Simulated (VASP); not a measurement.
Set up this calculation in VASP 6.6.1, as the native input.

- Task: single point
- Functional: PBE
- Potentials or basis: VASP PAW PBE potentials, release 64 (Al, N)
- Cutoff: 520 eV
- k mesh: 1 × 1 × 7
- Occupations: gaussian, width 0.05 eV
- Spin: collinear spin, ferromagnetic start
- Starting moments: [0.3, 0.3, 0.3, 0.3, 0.3, 0.3, 0.3, 0.3, 0.3, 0.3, 0.3, 0.3, 0.3, 0.3] μB
- Dipole correction: no
- Further INCAR settings: ALGO = Normal; EDIFF = 1e-06; NBANDS = 45

The structure of AlN lies in POSCAR:

```
AlN
1.0
   13.7000000000      0.0000000000      0.0000000000
    0.0000000000     12.9000000000      0.0000000000
    0.0000000000      0.0000000000      5.0179926669
Al N
7 7
Direct
    0.3286361173      0.4299515928      0.9992292051
    0.5571212942      0.4299515928      0.9992292051
    0.4428787058      0.6400968143      0.9992292051
    0.4428787058      0.3599031857      0.4992292051
    0.3286361173      0.5700484072      0.4992292051
    0.6713638827      0.3599031857      0.4992292051
    0.5571212942      0.5700484072      0.4992292051
    0.3286361173      0.4299515928      0.3807707949
    0.5571212942      0.4299515928      0.3807707949
    0.4428787058      0.6400968143      0.3807707949
    0.4428787058      0.3599031857      0.8807707949
    0.3286361173      0.5700484072      0.8807707949
    0.6713638827      0.3599031857      0.8807707949
    0.5571212942      0.5700484072      0.8807707949
```

These files were run (other wordings do the same):

INCAR

```
SYSTEM = AlN
PREC = Accurate
ENCUT = 520
EDIFF = 1E-6
ISMEAR = 0
SIGMA = 0.05
LREAL = .FALSE.
LASPH = .TRUE.
NELM = 150
ALGO = Normal
ISIF = 2
LWAVE = .FALSE.
LCHARG = .FALSE.
ISPIN = 2
MAGMOM = 0.3 0.3 0.3 0.3 0.3 0.3 0.3 0.3 0.3 0.3 0.3 0.3 0.3 0.3
LORBIT = 11
GGA = PE
NBANDS = 45
```

KPOINTS

```
Automatic mesh
0
G
  1 1 7
  0 0 0
```

Potentials or basis: VASP PAW PBE potentials, release 64 (Al, N).

Run with:

```console
$ cat potpaw_PBE.64/Al/POTCAR potpaw_PBE.64/N/POTCAR > POTCAR
$ mpirun -np 1 vasp_std > vasp.out
```

Results of the run:

```yaml
Largest_force: 2.885 eV/Å
Band_gap_on_the_k_mesh: 0.03 eV (least direct gap 0.24 eV)
Net_moment: 0.13 μB per cell
Site_moments: Al +0.00, -0.00, +0.01 (each value once); N +0.00, +0.01, +0.04 (each value once) μB
Valence_electrons_inside_the_program's_atomic_spheres: Al 0.75, 0.78, 0.74, 0.72 (each value once); N 3.71, 3.82, 3.56 (each value once)
```

Caveat: semilocal functionals underestimate gaps, and a narrow one can read as zero.

Run time: 39 min on 1 thread of Intel Xeon 8259CL (shared host), peak memory 1.3 GiB.
